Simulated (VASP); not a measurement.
# Mg8HO8 (a cell with a defect) in VASP: notebook

Runs on Mg8HO8 (a cell with a defect). Level: PBE+D3(BJ). Tasks: single point.

All numbers are computed with VASP 6.6.1; they aren't measurements. Logs are shortened: lines on timing, memory, paths and dates and some standing lists are left out, and cuts for length are marked.

## (1) The cell of the first run

The cell holds a defect, 17 atoms: a = 5.446 Å, b = 5.446 Å, c = 5.446 Å, α = 60.00°, β = 60.00°, γ = 60.00°.

## (2) Single point, PBE+D3(BJ), collinear spin, ferromagnetic start

The input, INCAR:

```
PREC = Accurate
ENCUT = 520
EDIFF = 1E-6
ISMEAR = 0
SIGMA = 0.05
LREAL = F
LASPH = T
NELM = 200
ALGO = Normal
ISIF = 2
LWAVE = F
LCHARG = F
ISPIN = 2
MAGMOM = 0 0 0 0 0 0 0 0 0 0 0 0 0 0 0 0 1
LORBIT = 11
GGA = PE
IVDW = 12
NBANDS = 50
GGA_COMPAT = F
```

The input, KPOINTS:

```
Automatic mesh
0
Gamma
  3 3 3
```

The input, POSCAR:

```
Mg8HO8
1.0
    0.0000000000      3.8510000000      3.8510000000
    3.8510000000      0.0000000000      3.8510000000
    3.8510000000      3.8510000000      0.0000000000
Mg O H
8 8 1
Direct
   -0.0012907171     -0.0007915205      0.0022535889
   -0.0013057448     -0.0007983292      0.4986323778
   -0.0025716288      0.5008423511      0.0002745529
   -0.0013080086      0.5028578316      0.4986305779
    0.5003265821     -0.0020369471      0.0002644961
    0.5023222836     -0.0007940849      0.4986453321
    0.5003342659      0.5008409514      0.0002721267
    0.5003388402      0.5008445237      0.4973598392
    0.2545501481      0.2550690639      0.2347122324
    0.2545432847      0.2550717953      0.7544766211
    0.2495534909      0.7501365255      0.2495657219
    0.2545543363      0.7352741935      0.7544882191
    0.7496294914      0.2500440666      0.2495658125
    0.7347726797      0.2550707603      0.7544857042
    0.7496316400      0.7501547943      0.2495669828
    0.7496284910      0.7501356079      0.7494935762
    0.1245866655      0.1251311166      0.6245172383
```

Potentials or basis: VASP PAW PBE potentials, release 64 (Mg, O, H).

Command:

```sh
cat potpaw_PBE.64/Mg/POTCAR potpaw_PBE.64/O/POTCAR potpaw_PBE.64/H/POTCAR > POTCAR
mpirun -np 1 vasp_std > vasp.out
```

OUTCAR:

```text
PREC = Accurate
   ENCUT = 520
   EDIFF = 1E-6
   ISMEAR = 0
   LREAL = F
   LASPH = T
   NELM = 200
   ISIF = 2
   ISPIN = 2
   LORBIT = 11
   GGA = PE
   IVDW = 12
 IVDW          = 12

 ion  position               nearest neighbor table
   1  0.999  0.999  0.002-  17 1.68  15 1.92  13 1.92  11 1.92  10 1.97  12 1.97  14 1.97   4 2.70
                             2 2.70   6 2.70   3 2.72   7 2.72   5 2.72   5 2.72   7 2.72   3 2.72
   2  0.999  0.999  0.499-  17 1.68  13 1.92  11 1.92  16 1.92  12 1.97  14 1.97   9 1.97   4 2.70
                             6 2.70   1 2.70   8 2.72   3 2.72   5 2.72   5 2.72   3 2.72   8 2.72
   3  0.997  0.501  0.000-  12 1.89   9 1.89  10 1.89  16 1.92  13 1.92  15 1.92   8 2.71   7 2.71
                             5 2.71   4 2.72   1 2.72   2 2.72   2 2.72   1 2.72   4 2.72   5 2.74
   4  0.999  0.503  0.499-  17 1.68  15 1.92  11 1.92  16 1.92  10 1.97  14 1.97   9 1.97   2 2.70
                             6 2.70   1 2.70   8 2.72   3 2.72   7 2.72   7 2.72   3 2.72   8 2.72
   5  0.500  0.998  0.000-   9 1.89  14 1.89  10 1.89  16 1.92  11 1.92  15 1.92   8 2.71   3 2.71
                             7 2.71   6 2.72   1 2.72   2 2.72   1 2.72   6 2.72   2 2.72   7 2.74
   6  0.502  0.999  0.499-  17 1.68  15 1.92  13 1.92  16 1.92  10 1.97  12 1.97   9 1.97   4 2.70
                             2 2.70   1 2.70   8 2.72   7 2.72   5 2.72   5 2.72   7 2.72   8 2.72
   7  0.500  0.501  0.000-   9 1.89  14 1.89  12 1.89  16 1.92  13 1.92  11 1.92   8 2.71   3 2.71
                             5 2.71   6 2.72   1 2.72   4 2.72   4 2.72   1 2.72   6 2.72   5 2.74
   8  0.500  0.501  0.497-  12 1.89  14 1.89  10 1.89  11 1.92  13 1.92  15 1.92   3 2.71   7 2.71
                             5 2.71   4 2.72   6 2.72   2 2.72   2 2.72   6 2.72   4 2.72   5 2.74
   9  0.255  0.255  0.235-   5 1.89   7 1.89   3 1.89   6 1.97   4 1.97   2 1.97
  10  0.255  0.255  0.754-   8 1.89   3 1.89   5 1.89   4 1.97   6 1.97   1 1.97
  11  0.250  0.750  0.250-   2 1.92   4 1.92   1 1.92   8 1.92   7 1.92   5 1.92
  12  0.255  0.735  0.754-   3 1.89   8 1.89   7 1.89   6 1.97   1 1.97   2 1.97
  13  0.750  0.250  0.250-   2 1.92   6 1.92   1 1.92   7 1.92   8 1.92   3 1.92
  14  0.735  0.255  0.754-   5 1.89   7 1.89   8 1.89   1 1.97   4 1.97   2 1.97
  15  0.750  0.750  0.250-   4 1.92   6 1.92   1 1.92   8 1.92   3 1.92   5 1.92
  16  0.750  0.750  0.749-   2 1.92   4 1.92   6 1.92   3 1.92   7 1.92   5 1.92
  17  0.125  0.125  0.625-   2 1.68   4 1.68   6 1.68   1 1.68

  LATTYP: Found a face centered cubic cell.
 ALAT       =     7.7020000000

  Lattice vectors:

 A1 = (   0.0000000000,   3.8510000000,   3.8510000000)
 A2 = (   3.8510000000,   0.0000000000,   3.8510000000)
 A3 = (   3.8510000000,   3.8510000000,   0.0000000000)

Analysis of symmetry for initial positions (statically):
=====================================================================
 Subroutine PRICEL returns:
 Original cell was already a primitive cell.

 Routine SETGRP: Setting up the symmetry group for a
 face centered cubic supercell.

 Subroutine GETGRP returns: Found  2 space group operations
 (whereof  1 operations were pure point group operations)
 out of a pool of 48 trial point group operations.

The static configuration has the point symmetry C_1 .
 The point group associated with its full space group is C_1h.

Analysis of symmetry for dynamics (positions and initial velocities):
=====================================================================
 Subroutine PRICEL returns:
 Original cell was already a primitive cell.

 Routine SETGRP: Setting up the symmetry group for a
 face centered cubic supercell.

 Subroutine GETGRP returns: Found  2 space group operations
 (whereof  1 operations were pure point group operations)
 out of a pool of 48 trial point group operations.

The dynamic configuration has the point symmetry C_1 .
 The point group associated with its full space group is C_1h.

Analysis of structural, dynamic, and magnetic symmetry:
=====================================================================
 Subroutine PRICEL returns:
 Original cell was already a primitive cell.

 Routine SETGRP: Setting up the symmetry group for a
 face centered cubic supercell.

 Subroutine GETGRP returns: Found  2 space group operations
 (whereof  1 operations were pure point group operations)
 out of a pool of 48 trial point group operations.

The overall configuration has the point symmetry C_1 .
 The point group associated with its full space group is C_1h.

 Subroutine INISYM returns: Found  2 space group operations
 (whereof  1 operations are pure point group operations),
 and found     1 'primitive' translations

----------------------------------------------------------------------------------------

                                     Primitive cell

[... 103 lines left out ...]
   ENCUT  =  520.0 eV  38.22 Ry    6.18 a.u.  10.13 10.13 10.13*2*pi/ulx,y,z
   NELM   =    200;   NELMIN=  2; NELMDL= -5     # of ELM steps
   EDIFF  = 0.1E-05   stopping-criterion for ELM
   LREAL  =      F    real-space projection
   EDIFFG = 0.1E-04   stopping-criterion for IOM
   NSW    =      0    number of steps for IOM
   IBRION =     -1    ionic relax: 0-MD 1-quasi-New 2-CG
   NFREE  =      0    steps in history (QN), initial steepest desc. (CG)
   ISIF   =      2    stress and relaxation
   ISYM   =      2    0-nonsym 1-usesym 2-fastsym
   POTIM  = 0.5000    time-step for ionic-motion
   TEBEG  =    0.0;   TEEND  =   0.0 temperature during run
   PSTRESS=    0.0 pullay stress
   NELECT =      65.0000    total number of electrons
   NUPDOWN=      -1.0000    fix difference up-down
   EMIN   =  10.00;   EMAX   =-10.00  energy-range for DOS
   EFERMI =   0.00;   METHOD = LEGACY
   ISMEAR =     0;   SIGMA  =   0.05  broadening in eV -4-tet -1-fermi 0-gaus
   EFERMI_NEDOS =   21; number of points for ismear=-14 and -15
   IALGO  =     38    algorithm
   IMIX   =      4    mixing-type and parameters
     AMIX     =   0.40;   BMIX     =  1.00
     AMIX_MAG =   1.60;   BMIX_MAG =  1.00
  volume/ion in A,a.u.               =       6.72        45.34
  Fermi-wavevector in a.u.,A,eV,Ry     =   1.356633  2.563665 25.040891  1.840454
  Thomas-Fermi vector in A             =   2.483620
   LORBIT       =     11    0 simple, 1 ext, 2 COOP (PROOUT), +10 PAW based schemes
   GGA     = PE    functional components
   LHFCALC =     F    Hartree Fock is set to
   AEXX    =    0.0000 exact exchange contribution
   IVDW    =    12    specifies the selected vdW correction
   LEPSILON=     F    determine dielectric tensor
   LRPA    =     F    only Hartree local field effects (RPA)
 spin polarized calculation
 Gauss-broadening in eV      SIGMA  =   0.05
  energy-cutoff  :      520.00
  volume of cell :      114.22
 maximum number of plane-waves:      3119
 NGX is ok and might be reduce to    42
   NGX = 21   NGY = 21   NGZ = 21

 number of electron      64.9999992 magnetization       0.9258441

 Free energy of the ion-electron system (eV)
  ---------------------------------------------------
  ext. energy  EPLUGINS =         0.00000000
  ---------------------------------------------------
  free energy    TOTEN  =       -84.99029605 eV

  energy without entropy =      -84.98788698  energy(sigma->0) =      -84.98909151

 E-fermi :   9.7824     XC(G=0): -12.5206

 val. band max:        9.7335913924   @ k =   0.3333   0.0000  -0.3333
 cond. band min:      10.6313918521   @ k =   0.3333   0.3333   0.3333
 fundamental gap:      0.8978004597
 Fermi energy:         9.7824230675

 spin component 1

 k-point     1 :       0.0000    0.0000    0.0000
  band No.  band energies     occupation
      1     -13.4071      1.00000
      2     -11.3285      1.00000
      3     -11.2268      1.00000
      4     -11.2267      1.00000
      5     -11.2267      1.00000
      6     -10.8801      1.00000
[... 459 lines left out ...]
     43      18.5878      0.00000
     44      18.8879      0.00000
 Fermi energy:         9.7824230675

 spin component 2

 k-point     1 :       0.0000    0.0000    0.0000
  band No.  band energies     occupation
      1     -13.3158      1.00000
      2     -11.2167      1.00000
      3     -11.1893      1.00000
      4     -11.1893      1.00000
      5     -11.1892      1.00000
      6     -10.7569      1.00000
[... 459 lines left out ...]
     43      18.6213      0.00000
     44      18.9426      0.00000
 [bands above 44 left out]

------------------------ aborting loop because EDIFF is reached ----------------------------------------

 Edisp (eV)   -6.43005

 E8    (eV) :    -2.5032

  FORCE on cell =-STRESS in cart. coord.  units (eV):
  Direction    XX          YY          ZZ          XY          YZ          ZX
  --------------------------------------------------------------------------------------
  -------------------------------------------------------------------------------------
  Total      59.85898    59.85873    59.85898     0.00005     0.00005     0.00015
  in kB     839.63269   839.62924   839.63269     0.00064     0.00064     0.00205
  external pressure =      839.63 kB  Pullay stress =        0.00 kB

 VOLUME and BASIS-vectors are now :
 -----------------------------------------------------------------------------
  energy-cutoff  :      520.00
  volume of cell :      114.22
      direct lattice vectors                 reciprocal lattice vectors
     0.000000000  3.851000000  3.851000000    -0.129836406  0.129836406  0.129836406
     3.851000000  0.000000000  3.851000000     0.129836406 -0.129836406  0.129836406
     3.851000000  3.851000000  0.000000000     0.129836406  0.129836406 -0.129836406

 POSITION                                       TOTAL-FORCE (eV/Angst)
 -----------------------------------------------------------------------------------
      3.85663      3.85471      7.69398        -0.010165     -0.010457      0.010876
      5.76816      5.76620      7.69390         0.011072      0.011018      0.011072
      1.92980      3.84215      5.76984        -0.009676      0.009659      0.009591
      3.85673      5.76619      5.78247        -0.010827      0.011475     -0.010827
      3.84417      1.92778      5.76991         0.008779     -0.009121      0.008779
      5.76823      3.85473      5.78239         0.010876     -0.010457     -0.010165
[... 9 lines left out ...]
      5.77507      5.77312      5.77559        -0.008547     -0.010056      0.008864
      2.88690      2.88480      0.96166         0.000141      0.000981      0.000141
 -----------------------------------------------------------------------------------
    total drift:                               -0.103642     -0.000040      0.103635

  FREE ENERGIE OF THE ION-ELECTRON SYSTEM (eV)
  ---------------------------------------------------
  free  energy   TOTEN  =       -91.4203465792 eV

  energy  without entropy=      -91.4179375044  energy(sigma->0) =      -91.41914204

 total charge

# of ion       s       p       d       tot
------------------------------------------
    1        0.196   0.290   0.158   0.644
    2        0.196   0.290   0.158   0.644
    3        0.203   0.303   0.165   0.670
    4        0.196   0.290   0.158   0.644
    5        0.203   0.303   0.165   0.670
    6        0.196   0.290   0.158   0.644
[... 9 lines left out ...]
   16        1.555   3.743   0.000   5.299
   17        0.632   0.032   0.000   0.664
--------------------------------------------------
tot         14.704  32.246   1.293  48.243

 magnetization (x)

# of ion       s       p       d       tot
------------------------------------------
    1       -0.000   0.002   0.006   0.007
    2       -0.000   0.002   0.006   0.007
    3        0.001   0.001   0.002   0.004
    4       -0.000   0.002   0.006   0.007
    5        0.001   0.001   0.002   0.004
    6       -0.000   0.002   0.006   0.007
[... 9 lines left out ...]
   16       -0.000  -0.000   0.000  -0.001
   17        0.303   0.003   0.000   0.305
--------------------------------------------------
tot          0.339   0.350   0.032   0.721
```

Run time: 2.6 min. Hardware: 1 thread of Intel Xeon Platinum 8259CL at 2.50GHz (Skylake/Cascade Lake), shared host; peak memory 0.39 GiB.

Results:

| Property | Result |
| --- | --- |
| Free energy | -91.4203 eV |
| Pressure | 84.0 GPa |
| Largest force | 0.021 eV/Å |
| Net moment | 0.93 μB per cell |
| Site moments | Mg +0.01, +0.00; O +0.09, -0.00; H +0.30 μB |
| Valence electrons inside the program's atomic spheres | Mg 0.64, 0.67; O 5.28, 5.30; H 0.66 |
| Dispersion energy per atom | -0.378 eV |

Forces on the atoms (eV/Å):
```
Mg  -0.010 -0.010  0.011
Mg   0.011  0.011  0.011
Mg  -0.010  0.010  0.010
Mg  -0.011  0.011 -0.011
Mg   0.009 -0.009  0.009
Mg   0.011 -0.010 -0.010
Mg  -0.009 -0.010 -0.009
Mg   0.010  0.010 -0.010
O    0.011  0.011 -0.012
O   -0.011 -0.010 -0.011
O    0.009 -0.010 -0.009
O    0.012 -0.012  0.012
O   -0.008  0.009 -0.008
O   -0.012  0.011  0.011
O    0.008  0.008  0.008
O   -0.009 -0.010  0.009
H    0.000  0.001  0.000
```

Caveat: the k points lie up to 0.47 Å⁻¹ apart.

## (3) Single point, PBE+D3(BJ), collinear spin, ferromagnetic start

The input, INCAR:

```
ALGO = Normal
EDIFF = 1E-6
ENCUT = 520
GGA = PE
GGA_COMPAT = F
ISIF = 2
ISMEAR = 0
ISPIN = 2
IVDW = 12
LASPH = T
LCHARG = F
LORBIT = 11
LREAL = F
LWAVE = F
MAGMOM = 0 0 0 0 0 0 0 0 0 0 0 0 0 0 0 0 1
NBANDS = 50
NELM = 200
PREC = Accurate
SIGMA = 0.05
```

The input, KPOINTS:

```
k-points
0
Gamma
  3 3 3
```

The input, POSCAR:

```
Mg8HO8
1.0
    0.0000000000      3.8510000000      3.8510000000
    3.8510000000      0.0000000000      3.8510000000
    3.8510000000      3.8510000000      0.0000000000
Mg O H
8 8 1
Direct
    0.0008325529     -0.0021603346      0.0002491600
    0.0020778947     -0.0001607019      0.4986269357
    0.0008384499      0.5014677738      0.0002549697
    0.0008471612      0.5014766213      0.4965828800
    0.4992093865     -0.0001610291      0.0014960978
    0.4992093665     -0.0001611210      0.4986266530
    0.4971836873      0.5014708286      0.0002579060
    0.4992081258      0.5027121108      0.4986255805
    0.2498770393      0.2507059036      0.2492920580
    0.2647557409      0.2456170522      0.7443974840
    0.2498747063      0.7505103827      0.2492896944
    0.2498719096      0.7505077848      0.7495003842
    0.7449836103      0.2456187054      0.2641663040
    0.7449816303      0.2456166568      0.7443971161
    0.7500805092      0.7505093174      0.2492885886
    0.7449812856      0.7653930327      0.7443966947
   -0.1250807361      0.3755981065      0.8743000031
```

Potentials or basis: VASP PAW PBE potentials, release 64 (Mg, O, H).

Command:

```sh
cat potpaw_PBE.64/Mg/POTCAR potpaw_PBE.64/O/POTCAR potpaw_PBE.64/H/POTCAR > POTCAR
mpirun -np 1 vasp_std > vasp.out
```

It took 3.4 min on 1 thread of Intel Xeon Platinum 8259CL at 2.50GHz (Skylake/Cascade Lake), shared host; peak memory 0.41 GiB.

Results (log left out):

```
Free energy                                           : -91.4204 eV
Pressure                                              : 84.0 GPa
Largest force                                         : 0.024 eV/Å
Net moment                                            : 0.93 μB per cell
Site moments                                          : Mg +0.01, +0.00; O -0.00, +0.09; H +0.30 μB
Valence electrons inside the program's atomic spheres : Mg 0.64, 0.67; O 5.30, 5.28; H 0.66
Dispersion energy per atom                            : -0.378 eV
```

Forces in eV/Å, atoms in the order of the input:
```
Mg   0.013 -0.013  0.013
Mg   0.006 -0.006 -0.006
Mg  -0.013 -0.013 -0.013
Mg   0.014  0.013 -0.014
Mg  -0.006 -0.006  0.006
Mg   0.006  0.006  0.006
Mg  -0.013  0.013  0.013
Mg  -0.006  0.006 -0.006
O    0.000  0.000  0.000
O    0.012 -0.012 -0.012
O    0.000  0.000  0.000
O    0.000  0.000  0.000
O   -0.012 -0.012  0.012
O    0.012  0.012  0.012
O    0.000  0.000  0.000
O   -0.012  0.012 -0.012
H    0.000  0.001 -0.001
```

Levels at points of the mesh, in eV from the Fermi level:
Spin up:
| k point | band 29 | band 30 | band 31 | band 32 | band 33 | band 34 | band 35 | band 36 | band 37 | band 38 |
| --- | --- | --- | --- | --- | --- | --- | --- | --- | --- | --- |
| (0.00, 0.00, 0.00) | -5.21 | -4.22 | -4.22 | -4.22 | -1.84 | 3.82 | 5.08 | 5.08 | 5.15 | 5.51 |
Spin down:
| k point | band 29 | band 30 | band 31 | band 32 | band 33 | band 34 | band 35 | band 36 |
| --- | --- | --- | --- | --- | --- | --- | --- | --- |
| (0.00, 0.00, 0.00) | -5.15 | -4.12 | -4.12 | -4.12 | -0.21 | 3.86 | 5.08 | 5.08 |

Caveat: the k points lie up to 0.47 Å⁻¹ apart.

## (4) Single point, PBE+D3(BJ), collinear spin

The input, INCAR:

```
  PREC = Accurate
  ENCUT = 520
  EDIFF = 1E-6
  ISMEAR = 0
  SIGMA = 0.05
  LREAL = F
  LASPH = T
  NELM = 200
  ALGO = Normal
  ISIF = 2
  LWAVE = F
  LCHARG = F
  ISPIN = 2
  MAGMOM = 0 0 0 0 0 0 0 0 0.09 0.09 0 0.09 0 0.09 0 0 0.4
  LORBIT = 11
  GGA = PE
  IVDW = 12
  NBANDS = 50
  GGA_COMPAT = F
```

The input, KPOINTS:

```
regular mesh
0
Gamma
  3 3 3
```

The input, POSCAR:

```
Mg8HO8
1.0
    0.0000000000      3.8510000000      3.8510000000
    3.8510000000      0.0000000000      3.8510000000
    3.8510000000      3.8510000000      0.0000000000
Mg O H
8 8 1
Direct
   -0.0012907037     -0.0007916126      0.0022535705
   -0.0013057647     -0.0007983641      0.4986324331
   -0.0025715399      0.5008423786      0.0002744742
   -0.0013081018      0.5028578291      0.4986306154
    0.5003265386     -0.0020370034      0.0002644768
    0.5023222540     -0.0007940795      0.4986452869
    0.5003343287      0.5008409504      0.0002720073
    0.5003388730      0.5008444560      0.4973599065
    0.2545501169      0.2550692028      0.2347121527
    0.2545433654      0.2550717995      0.7544766294
    0.2495534926      0.7501364581      0.2495656972
    0.2545544015      0.7352742145      0.7544881849
    0.7496294469      0.2500441444      0.2495658271
    0.7347726565      0.2550707608      0.7544857180
    0.7496316541      0.7501548948      0.2495669956
    0.7496285380      0.7501356790      0.7494935082
    0.1245866009      0.1251311348      0.6245172682
```

Command:

```sh
cat potpaw_PBE.64/Mg/POTCAR potpaw_PBE.64/O/POTCAR potpaw_PBE.64/H/POTCAR > POTCAR
mpirun -np 1 vasp_std > vasp.out
```

Run time: 2.9 min. Hardware: 1 thread of Intel Xeon Platinum 8259CL at 2.50GHz (Skylake/Cascade Lake), shared host; peak memory 0.39 GiB.

It converged, with:

| Quantity | Value |
| --- | --- |
| Free energy | -91.4203 eV |
| Pressure | 84.0 GPa |
| Largest force | 0.020 eV/Å |
| Net moment | 0.93 μB per cell |
| Site moments | Mg +0.01, +0.00; O +0.09, -0.00; H +0.30 μB |
| Valence electrons inside the program's atomic spheres | Mg 0.64, 0.67; O 5.28, 5.30; H 0.66 |
| Dispersion energy per atom | -0.378 eV |

Forces in eV/Å, atoms in the order of the input:
```
Mg  -0.010 -0.010  0.011
Mg   0.011  0.011  0.011
Mg  -0.010  0.010  0.010
Mg  -0.011  0.011 -0.011
Mg   0.009 -0.009  0.009
Mg   0.011 -0.010 -0.010
Mg  -0.010 -0.010 -0.010
Mg   0.010  0.010 -0.010
O    0.011  0.011 -0.012
O   -0.011 -0.010 -0.011
O    0.009 -0.010 -0.009
O    0.012 -0.011  0.012
O   -0.008  0.009 -0.008
O   -0.012  0.011  0.011
O    0.008  0.008  0.008
O   -0.009 -0.010  0.009
H    0.000  0.001  0.000
```

Levels at points of the mesh, in eV from the Fermi level:
Spin up:
```csv
k point,band 30,band 31,band 32,band 33,band 34,band 35,band 36,band 37
"(0.00, 0.00, 0.00)",-4.22,-4.22,-4.22,-1.84,3.82,5.08,5.08,5.15
```
Spin down:
| k point | band 29 | band 30 | band 31 | band 32 | band 33 | band 34 | band 35 | band 36 |
| --- | --- | --- | --- | --- | --- | --- | --- | --- |
| (0.00, 0.00, 0.00) | -5.16 | -4.12 | -4.12 | -4.12 | -0.21 | 3.86 | 5.08 | 5.08 |

Caveat: the k points lie up to 0.47 Å⁻¹ apart.
